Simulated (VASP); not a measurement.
# BaTiO3 (P4mm) in VASP: settings compared, part 2 of 2

VASP 6.6.1.

## Step 5: Relaxation of cell and atoms, revPBE

INCAR reads:

```
SYSTEM = BaTiO3
ALGO = Normal
EDIFF = 1E-6
EDIFFG = -0.01
ENCUT = 600
GGA = RE
IBRION = 2
ISIF = 3
ISMEAR = -1
LASPH = .TRUE.
LCHARG = .FALSE.
LREAL = .FALSE.
LWAVE = .FALSE.
NELM = 60
NSW = 60
PREC = Accurate
SIGMA = 0.05
```

KPOINTS reads:

```
k-points
0
G
  7 7 7
  0 0 0
```

POSCAR reads:

```
BaTiO3
1.0
    3.9998000000      0.0000000000      0.0000000000
    0.0000000000      3.9998000000      0.0000000000
    0.0000000000      0.0000000000      4.0180000000
Ba Ti O
1 1 3
Direct
    0.0000000000      0.0000000000      0.0000000000
    0.5000000000      0.5000000000      0.4900000000
    0.0000000000      0.5000000000      0.5170000000
    0.5000000000      0.0000000000      0.5170000000
    0.5000000000      0.5000000000      0.0190000000
```

The run is started by

```
cat potpaw_PBE.64/Ba_sv/POTCAR potpaw_PBE.64/Ti_sv/POTCAR potpaw_PBE.64/O/POTCAR > POTCAR
mpirun -np 1 vasp_std > vasp.out
```

It took 15 min on 1 thread of Intel Xeon Platinum 8488C (Sapphire Rapids), shared host; peak memory 0.25 GiB.

Results (log left out):

* Free energy: -38.3118 eV
* Relaxed volume: 14.00 Å³/atom
* Relaxed cell: a = 4.001 Å, b = 4.001 Å, c = 4.371 Å, α = 90.00°, β = 90.00°, γ = 90.00°
* Space group after relaxing (to 0.05 Å): P4mm (No. 99)
* Energy gained by relaxing: 26.8 meV/atom
* Ionic steps: 35
* Pressure after relaxing: 0.0 GPa
* Largest force after relaxing: 0.009 eV/Å
* Band gap on the k mesh: 1.88 eV, indirect (least direct gap 2.43 eV)

Forces in eV/Å, atoms in the order of the input:
```
Ba   0.000  0.000 -0.009
Ti   0.000  0.000  0.004
O    0.000  0.000 -0.001
O    0.000  0.000 -0.001
O    0.000  0.000  0.008
```

Step by step:
```
step  energy change (eV)  largest force (eV/Å)  pressure (GPa)  volume (Å³)
   1              0.0000                0.2751            7.16        64.28
   2             -0.0299                0.6719           -5.04        69.78
   3             -0.0668                0.4918           -0.31        67.33
   4             -0.0827                0.3352           -0.09        67.52
   5             -0.0952                0.1373            0.67        67.82
   6             -0.1044                0.1553            0.28        68.27
   7             -0.1148                0.2760           -0.40        69.45
   8             -0.1232                0.1751           -0.52        69.32
   9             -0.1232                0.1731           -0.52        69.32
  10             -0.1264                0.1452            0.64        68.86
  11             -0.1264                0.1412            0.80        68.80
  12             -0.1298                0.1015            0.52        69.06
  13             -0.1314                0.1247            0.17        69.40
  14             -0.1321                0.1446           -0.37        69.66
  15             -0.1322                0.1175           -0.32        69.61
  16             -0.1329                0.0763            0.11        69.53
  17             -0.1329                0.0799            0.15        69.52
  18             -0.1333                0.0229            0.18        69.62
  19             -0.1333                0.0589            0.21        69.68
  20             -0.1335                0.0403            0.02        69.80
  21             -0.1336                0.0201           -0.15        69.93
  22             -0.1337                0.0120           -0.12        69.91
  23             -0.1338                0.0326           -0.04        69.88
  24             -0.1338                0.0141            0.06        69.84
  25             -0.1338                0.0143            0.11        69.84
  26             -0.1338                0.0145            0.12        69.84
  27             -0.1339                0.0154            0.12        69.88
  28             -0.1339                0.0618            0.03        69.99
  29             -0.1339                0.0374            0.05        69.93
  30             -0.1339                0.0214            0.02        69.98
  31             -0.1339                0.0442           -0.25        70.11
  32             -0.1339                0.0159           -0.12        70.03
  33             -0.1339                0.0121           -0.09        70.02
  34             -0.1339                0.0129           -0.07        70.00
  35             -0.1340                0.0095           -0.04        69.99
```

Final structure:
```xyz
5
Lattice="4.0014 0.0000 0.0000 0.0000 4.0014 0.0000 0.0000 0.0000 4.3713" Properties=species:S:1:pos:R:3 pbc="T T T"
Ba    0.0000    0.0000    4.2893
Ti    2.0007    2.0007    2.0301
O     0.0000    2.0007    2.2834
O     2.0007    0.0000    2.2834
O     2.0007    2.0007    0.2300
```

Levels at points of the mesh, in eV from the valence-band top:
```tsv
k point	band 17	band 18	band 19	band 20	band 21	band 22	band 23	band 24
(0.00, 0.00, 0.00)	-1.31	-1.23	-0.55	-0.55	1.88	2.71	2.71	3.95
```

Caveat: the PAW data sets were made with another functional, which shifts forces and pressure a little; spin-orbit coupling is left out, which moves the levels of the heavy elements.

## Step 6: Single point, BLYP+D4

This run uses another cell than the first one, of 12.08 Å³/atom, 0.940 times its volume.

INCAR reads:

```
SYSTEM = BaTiO3
PREC = Accurate
ENCUT = 520
EDIFF = 1E-6
ISMEAR = -1
SIGMA = 0.05
LREAL = .FALSE.
LASPH = .TRUE.
NELM = 100
ALGO = Normal
ISIF = 2
LWAVE = .FALSE.
LCHARG = .FALSE.
GGA = B5
ALDAX = 1.0
AGGAX = 1.0
AGGAC = 1.0
ALDAC = 0.0
IVDW = 13
VDW_S6 = 1.0
VDW_S8 = 2.34076671
VDW_A1 = 0.44488865
VDW_A2 = 4.0933009
NBANDS = 28
```

KPOINTS reads:

```
regular mesh
0
G
  7 7 7
  0 0 0
```

POSCAR, as its differences from that of step 5:

```diff
@@ -2,5 +2,5 @@
 1.0
-    3.9998000000      0.0000000000      0.0000000000
-    0.0000000000      3.9998000000      0.0000000000
-    0.0000000000      0.0000000000      4.0180000000
+    3.9181485176      0.0000000000      0.0000000000
+    0.0000000000      3.9181485176      0.0000000000
+    0.0000000000      0.0000000000      3.9359769848
 Ba Ti O
```

Potentials or basis: VASP PAW PBE potentials, release 64 (Ba_sv, Ti_sv, O).

The run is started by

```
cat potpaw_PBE.64/Ba_sv/POTCAR potpaw_PBE.64/Ti_sv/POTCAR potpaw_PBE.64/O/POTCAR > POTCAR
mpirun -np 1 vasp_std > vasp.out
```

Wall time 54 s (1 thread of Intel Xeon 6975P-C (Granite Rapids), shared host); peak memory 0.21 GiB.

It converged, with:

```
Free energy                : -39.7945 eV
Pressure                   : 17.2 GPa
Largest force              : 0.256 eV/Å
Band gap on the k mesh     : 2.03 eV, indirect (least direct gap 2.16 eV)
Dispersion energy per atom : -0.427 eV
```

Forces on the atoms (eV/Å):
```
Ba   0.000  0.000  0.135
Ti   0.000  0.000  0.256
O    0.000  0.000 -0.104
O    0.000  0.000 -0.104
O    0.000  0.000 -0.184
```

Stress tensor (GPa, compression positive):
```
16.78  0.00  0.00
 0.00 16.78  0.00
 0.00  0.00 18.09
```

Levels at points of the mesh, in eV from the valence-band top:
| k point | band 16 | band 17 | band 18 | band 19 | band 20 | band 21 | band 22 | band 23 | band 24 | band 25 |
| --- | --- | --- | --- | --- | --- | --- | --- | --- | --- | --- |
| (0.00, 0.00, 0.00) | -1.21 | -1.11 | -0.14 | -0.13 | -0.13 | 2.03 | 2.26 | 2.26 | 4.45 | 4.54 |

Caveat: the PAW data sets were made with another functional, which shifts forces and pressure a little; spin-orbit coupling is left out, which moves the levels of the heavy elements. As with any semilocal functional, this BLYP gap is likely too small.

## Step 7: Overview

```csv
task,level,spin,cell,k mesh,cutoff (eV),smearing,gap on the mesh (eV),pressure (GPa),relaxed volume (Å³/atom),largest force (eV/Å)
relaxation of cell and atoms,BLYP,off,"relaxed from a = 4.000, b = 4.000, c = 4.018 Å, 5 atoms",7 × 7 × 7,600,fermi-dirac 0.05 eV,1.84,0.0,14.35,0.01
single point,r2SCAN,"non-collinear, zero start, SOC","a = 4.000, b = 4.000, c = 4.018 Å, 5 atoms",5 × 5 × 5,520,gaussian 0.01 eV,-,1.1,-,0.31
single point,PBEsol,off,"a = 3.956, b = 3.956, c = 4.043 Å, 5 atoms",7 × 7 × 7,520,fermi-dirac 0.05 eV,1.90,2.0,-,0.05
relaxation of cell and atoms,revPBE,off,"relaxed from a = 4.000, b = 4.000, c = 4.018 Å, 5 atoms",7 × 7 × 7,600,fermi-dirac 0.05 eV,1.88,0.0,14.00,0.01
single point,BLYP+D4,off,"a = 3.918, b = 3.918, c = 3.936 Å, 5 atoms",7 × 7 × 7,520,fermi-dirac 0.05 eV,2.03,17.2,-,0.26
```

Alike in all rows: potentials or basis VASP PAW PBE potentials, release 64 (Ba_sv, Ti_sv, O).

Caveats: the PAW data sets were made with another functional, which shifts forces and pressure a little; spin-orbit coupling is left out, which moves the levels of the heavy elements (some runs); the volume moved by +12 % from the deposited cell, more than functionals usually miss (some runs).

Total energies depend on the potentials used, so only differences within one code and one set of settings carry meaning.
